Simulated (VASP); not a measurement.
# KBeSi in VASP: single point with PBE

Aim: the single point of KBeSi with PBE.

Everything below comes from runs of VASP 6.6.1. Logs are shortened: lines on timing, memory, paths and dates and some standing lists are left out, and cuts for length are marked.

### 1 The cell of the first run

The cell holds a sheet with vacuum, 3 atoms: a = 3.964 Å, b = 3.964 Å, c = 17.000 Å, α = 90.00°, β = 90.00°, γ = 90.00°.

### 2 Single point, PBE

INCAR reads:

```
SYSTEM = KBeSi
PREC = Accurate ; ENCUT = 520
EDIFF = 1E-6 ; ISMEAR = 0
SIGMA = 0.1 ; LREAL = .False.
LASPH = .True. ; NELM = 100
ALGO = Normal ; ISIF = 2
LWAVE = .False. ; LCHARG = .True.
LDIPOL = .True. ; IDIPOL = 3
DIPOL = 0.5 0.5 0.498 ; GGA = PE
LELF = .True. ; LVHAR = .True.
LVACPOTAV = .True. ; NBANDS = 14
```

KPOINTS reads:

```
regular mesh
0
Gamma
  4 4 1
  0 0 0
```

POSCAR reads:

```
KBeSi
1.0
    3.9636556200      0.0000000000      0.0000000000
    0.0000000000      3.9636556200      0.0000000000
    0.0000000000      0.0000000000     17.0000000000
K Be Si
1 1 1
Direct
    0.0000000000      0.0000000000      0.4947058800
    0.5000000000      0.5000000000      0.4341118100
    0.5000000000      0.5000000000      0.5658881900
```

Potentials or basis: VASP PAW PBE potentials, release 64 (K_sv, Be, Si).

On the command line:

```bash
$ cat potpaw_PBE.64/K_sv/POTCAR potpaw_PBE.64/Be/POTCAR potpaw_PBE.64/Si/POTCAR > POTCAR
$ mpirun -np 1 vasp_std > vasp.out
```

OUTCAR:

```text
SYSTEM = KBeSi
   PREC = Accurate
   ENCUT = 520
   EDIFF = 1E-6
   ISMEAR = 0
   LREAL = .False.
   LASPH = .True.
   NELM = 100
   ISIF = 2
   GGA = PE

 ion  position               nearest neighbor table
   1  0.000  0.000  0.495-   2 2.99   2 2.99   2 2.99   2 2.99   3 3.05   3 3.05   3 3.05   3 3.05

   2  0.500  0.500  0.434-   3 2.24   1 2.99   1 2.99   1 2.99   1 2.99
   3  0.500  0.500  0.566-   2 2.24   1 3.05   1 3.05   1 3.05   1 3.05

  LATTYP: Found a simple tetragonal cell.
 ALAT       =     3.9636556200
 C/A-ratio  =     4.2889699888

  Lattice vectors:

 A1 = (   3.9636556200,   0.0000000000,   0.0000000000)
 A2 = (   0.0000000000,   3.9636556200,   0.0000000000)
 A3 = (   0.0000000000,   0.0000000000,  17.0000000000)

Analysis of symmetry for initial positions (statically):
=====================================================================
 Subroutine PRICEL returns:
 Original cell was already a primitive cell.

 Routine SETGRP: Setting up the symmetry group for a
 simple tetragonal supercell.

 Subroutine GETGRP returns: Found  8 space group operations
 (whereof  8 operations were pure point group operations)
 out of a pool of 16 trial point group operations.

The static configuration has the point symmetry C_4v.

Analysis of symmetry for dynamics (positions and initial velocities):
=====================================================================
 Subroutine PRICEL returns:
 Original cell was already a primitive cell.

 Routine SETGRP: Setting up the symmetry group for a
 simple tetragonal supercell.

 Subroutine GETGRP returns: Found  8 space group operations
 (whereof  8 operations were pure point group operations)
 out of a pool of 16 trial point group operations.

The dynamic configuration has the point symmetry C_4v.

 Subroutine INISYM returns: Found  8 space group operations
 (whereof  8 operations are pure point group operations),
 and found     1 'primitive' translations

----------------------------------------------------------------------------------------

                                     Primitive cell

  volume of cell :     267.0796

  direct lattice vectors                    reciprocal lattice vectors
     3.963655620  0.000000000  0.000000000     0.252292352  0.000000000  0.000000000
     0.000000000  3.963655620  0.000000000     0.000000000  0.252292352  0.000000000
     0.000000000  0.000000000 17.000000000     0.000000000  0.000000000  0.058823529

  length of vectors
     3.963655620  3.963655620 17.000000000     0.252292352  0.252292352  0.058823529

  position of ions in fractional coordinates (direct lattice)
     0.000000000  0.000000000  0.494705880
     0.500000000  0.500000000  0.434111810
     0.500000000  0.500000000  0.565888190

  ion indices of the primitive-cell ions
   primitive index   ion index
                 1           1
                 2           2
                 3           3

----------------------------------------------------------------------------------------

 KPOINTS: regular mesh

Automatic generation of k-mesh.
 Grid dimensions read from file:
 generate k-points for:    4    4    1

 Generating k-lattice:

  Cartesian coordinates                     Fractional coordinates (reciprocal lattice)
     0.063073088  0.000000000  0.000000000     0.250000000  0.000000000  0.000000000
     0.000000000  0.063073088  0.000000000     0.000000000  0.250000000  0.000000000
     0.000000000  0.000000000  0.058823529     0.000000000  0.000000000  1.000000000

  Length of vectors
     0.063073088  0.063073088  0.058823529

  Shift w.r.t. Gamma in fractional coordinates (k-lattice)
     0.000000000  0.000000000  0.000000000

 Subroutine IBZKPT returns following result:
 ===========================================

 Found      6 irreducible k-points:

 Following reciprocal coordinates:
            Coordinates               Weight
  0.000000  0.000000  0.000000      1.000000
  0.250000  0.000000  0.000000      4.000000
  0.500000  0.000000  0.000000      2.000000
  0.250000  0.250000  0.000000      4.000000
  0.500000  0.250000  0.000000      4.000000
  0.500000  0.500000  0.000000      1.000000
   k-points           NKPTS =      6   k-points in BZ     NKDIM =      6   number of bands    NBANDS=     14
   number of dos      NEDOS =    301   number of ions     NIONS =      3
   total plane-waves  NPLWV = 113400
   dimension x,y,z NGX =    30 NGY =   30 NGZ =  126
   dimension x,y,z NGXF=    60 NGYF=   60 NGZF=  252
   ions per type =               1   1   1
   NGX,Y,Z   is equivalent  to a cutoff of  12.58, 12.58, 12.32 a.u.
   NGXF,Y,Z  is equivalent  to a cutoff of  25.17, 25.17, 24.64 a.u.
 SYSTEM =  KBeSi
   PREC   = accura    normal or accurate (medium, high low for compatibility)
   ISTART =      0    job   : 0-new  1-cont  2-samecut
   ICHARG =      2    charge: 1-file 2-atom 10-const
   ISPIN  =      1    spin polarized calculation?
   LNONCOLLINEAR =      F non collinear calculations
   LSORBIT =      F    spin-orbit coupling
   LASPH  =      T    aspherical Exc in radial PAW
   ENCUT  =  520.0 eV  38.22 Ry    6.18 a.u.   7.37  7.37 31.61*2*pi/ulx,y,z
   NELM   =    100;   NELMIN=  2; NELMDL= -5     # of ELM steps
   EDIFF  = 0.1E-05   stopping-criterion for ELM
   LREAL  =      F    real-space projection
   EDIFFG = 0.1E-04   stopping-criterion for IOM
   NSW    =      0    number of steps for IOM
   IBRION =     -1    ionic relax: 0-MD 1-quasi-New 2-CG
   NFREE  =      0    steps in history (QN), initial steepest desc. (CG)
   ISIF   =      2    stress and relaxation
   ISYM   =      2    0-nonsym 1-usesym 2-fastsym
   POTIM  = 0.5000    time-step for ionic-motion
   TEBEG  =    0.0;   TEEND  =   0.0 temperature during run
   PSTRESS=    0.0 pullay stress
   NELECT =      15.0000    total number of electrons
   NUPDOWN=      -1.0000    fix difference up-down
   EMIN   =  10.00;   EMAX   =-10.00  energy-range for DOS
   EFERMI =   0.00;   METHOD = LEGACY
   ISMEAR =     0;   SIGMA  =   0.10  broadening in eV -4-tet -1-fermi 0-gaus
   EFERMI_NEDOS =   21; number of points for ismear=-14 and -15
   IALGO  =     38    algorithm
   IMIX   =      4    mixing-type and parameters
     AMIX     =   0.40;   BMIX     =  1.00
     AMIX_MAG =   1.60;   BMIX_MAG =  1.00
  volume/ion in A,a.u.               =      89.03       600.78
  Fermi-wavevector in a.u.,A,eV,Ry     =   0.626939  1.184742  5.347797  0.393052
  Thomas-Fermi vector in A             =   1.688365
   LORBIT       =      0    0 simple, 1 ext, 2 COOP (PROOUT), +10 PAW based schemes
   GGA     = PE    functional components
   LHFCALC =     F    Hartree Fock is set to
   AEXX    =    0.0000 exact exchange contribution
   IVDW    =     0    specifies the selected vdW correction
   LEPSILON=     F    determine dielectric tensor
   LRPA    =     F    only Hartree local field effects (RPA)
 non-spin polarized calculation
 Gauss-broadening in eV      SIGMA  =   0.10
  energy-cutoff  :      520.00
  volume of cell :      267.08
 maximum number of plane-waves:      7263
 NGX is ok and might be reduce to    30
   NGX = 15   NGY = 15   NGZ = 63

 dipolmoment           0.000000      0.000000     -0.015263 electrons x Angstroem

 number of electron      14.9999997 magnetization

 dipolmoment           0.000000      0.000000      0.064022 electrons x Angstroem

 Free energy of the ion-electron system (eV)
  ---------------------------------------------------
  ext. energy  EPLUGINS =         0.00000000
  ---------------------------------------------------
  free energy    TOTEN  =        -5.26998901 eV

  energy without entropy =       -5.23162339  energy(sigma->0) =       -5.25080620

 E-fermi :  -2.6295     XC(G=0):  -3.1029

 val. band max:       -2.6421089316   @ k =   0.2500   0.2500   0.0000
 cond. band min:      -2.6132922431   @ k =   0.2500   0.0000   0.0000
 fundamental gap:      0.0288166885
 Fermi energy:        -2.6294808026

 k-point     1 :       0.0000    0.0000    0.0000
  band No.  band energies     occupation
      1     -32.4677      2.00000
      2     -16.1181      2.00000
      3     -15.9940      2.00000
      4     -15.9940      2.00000
      5     -10.0315      2.00000
      6      -5.4565      2.00000
      7      -3.1885      2.00000
      8      -1.1367      0.00000
      9      -1.1367      0.00000
     10       0.5695      0.00000
     11       0.9149      0.00000
     12       0.9149      0.00000
     13       0.9803      0.00000
     14       1.5336      0.00000

 k-point     2 :       0.2500    0.0000    0.0000
  band No.  band energies     occupation
      1     -32.4592      2.00000
      2     -16.1809      2.00000
      3     -16.0906      2.00000
      4     -15.9730      2.00000
      5      -9.5893      2.00000
      6      -5.1629      2.00000
      7      -3.2462      2.00000
      8      -2.6133      0.81891
      9      -1.4722      0.00000
     10      -0.4996      0.00000
     11       1.1797      0.00000
     12       1.4999      0.00000
     13       2.0559      0.00000
     14       2.1196      0.00000

 k-point     3 :       0.5000    0.0000    0.0000
  band No.  band energies     occupation
      1     -32.4507      2.00000
      2     -16.3494      2.00000
      3     -16.0681      2.00000
      4     -15.9518      2.00000
      5      -9.0645      2.00000
      6      -4.6776      2.00000
      7      -4.4756      2.00000
      8      -2.2499      0.00000
      9      -1.7906      0.00000
     10      -1.5529      0.00000
     11       1.5240      0.00000
     12       1.7186      0.00000
     13       2.3245      0.00000
     14       3.5737      0.00000

 k-point     4 :       0.2500    0.2500    0.0000
  band No.  band energies     occupation
      1     -32.4510      2.00000
      2     -16.1618      2.00000
      3     -16.1131      2.00000
      4     -16.0696      2.00000
      5      -9.3432      2.00000
      6      -4.8382      2.00000
      7      -3.3383      2.00000
      8      -2.6421      1.14174
      9      -2.1905      0.00000
     10      -0.6945      0.00000
     11       0.1117      0.00000
     12       1.8812      0.00000
     13       2.3583      0.00000
     14       2.8946      0.00000

 k-point     5 :       0.5000    0.2500    0.0000
  band No.  band energies     occupation
      1     -32.4427      2.00000
      2     -16.2909      2.00000
      3     -16.0945      2.00000
      4     -16.0493      2.00000
      5      -9.0808      2.00000
      6      -4.4521      2.00000
      7      -3.9009      2.00000
      8      -2.6816      1.53935
      9      -1.8368      0.00000
     10      -1.5918      0.00000
     11      -0.0734      0.00000
     12       2.0074      0.00000
     13       3.0624      0.00000
     14       3.3195      0.00000

 k-point     6 :       0.5000    0.5000    0.0000
  band No.  band energies     occupation
      1     -32.4348      2.00000
      2     -16.2306      2.00000
      3     -16.2306      2.00000
      4     -16.0307      2.00000
      5      -9.1108      2.00000
      6      -4.0094      2.00000
      7      -3.2599      2.00000
      8      -3.2599      2.00000
      9      -1.5629      0.00000
     10      -1.5629      0.00000
     11      -1.3576      0.00000
     12       1.9687      0.00000
     13       3.5868      0.00000
     14       4.0826      0.00000

------------------------ aborting loop because EDIFF is reached ----------------------------------------

  FORCE on cell =-STRESS in cart. coord.  units (eV):
  Direction    XX          YY          ZZ          XY          YZ          ZX
  --------------------------------------------------------------------------------------
  -------------------------------------------------------------------------------------
  Total        4.0244426      4.0244426     -0.7940615      0.0000000      0.0000000      0.0000000
  in kB       24.1421293     24.1421293     -4.7634756      0.0000000      0.0000000      0.0000000
  external PRESSURE =      14.5069277 kB  Pullay stress =       0.0000000 kB

 VOLUME and BASIS-vectors are now :
 -----------------------------------------------------------------------------
  energy-cutoff  :      520.00
  volume of cell :      267.08
      direct lattice vectors                 reciprocal lattice vectors
     3.963655620  0.000000000  0.000000000     0.252292352  0.000000000  0.000000000
     0.000000000  3.963655620  0.000000000     0.000000000  0.252292352  0.000000000
     0.000000000  0.000000000 17.000000000     0.000000000  0.000000000  0.058823529

 POSITION                                       TOTAL-FORCE (eV/Angst)
 -----------------------------------------------------------------------------------
      0.00000      0.00000      8.41000         0.000000      0.000000     -0.122178
      1.98183      1.98183      7.37990        -0.000000     -0.000000      0.417535
      1.98183      1.98183      9.62010        -0.000000      0.000000     -0.295358
 -----------------------------------------------------------------------------------
    total drift:                               -0.000000      0.000000      0.000301

  FREE ENERGIE OF THE ION-ELECTRON SYSTEM (eV)
  ---------------------------------------------------
  free  energy   TOTEN  =        -5.2699890112 eV

  energy  without entropy=       -5.2316233918  energy(sigma->0) =       -5.25080620

 vacuum level on the upper side and lower side of the slab         2.219         1.482
```

Wall time 62 s (1 thread of AMD EPYC 7R13 (Zen 3), shared host); peak memory 0.29 GiB.

What came out:

| Quantity | Value |
| --- | --- |
| Free energy | -5.2700 eV |
| Largest force | 0.418 eV/Å |

Forces on the atoms (eV/Å):
```
K    0.000  0.000 -0.122
Be   0.000  0.000  0.418
Si   0.000  0.000 -0.295
```

Levels at points of the mesh, in eV from the Fermi level:
| k point | band 3 | band 4 | band 5 | band 6 | band 7 | band 8 | band 9 | band 10 | band 11 | band 12 |
| --- | --- | --- | --- | --- | --- | --- | --- | --- | --- | --- |
| (0.00, 0.00, 0.00) | -13.36 | -13.36 | -7.40 | -2.83 | -0.56 | 1.49 | 1.49 | 3.20 | 3.54 | 3.54 |
| (0.50, 0.00, 0.00) | -13.44 | -13.32 | -6.44 | -2.05 | -1.85 | 0.38 | 0.84 | 1.08 | 4.15 | 4.35 |
| (0.50, 0.50, 0.00) | -13.60 | -13.40 | -6.48 | -1.38 | -0.63 | -0.63 | 1.07 | 1.07 | 1.27 | 4.60 |

Caveat: the k points lie up to 0.40 Å⁻¹ apart.
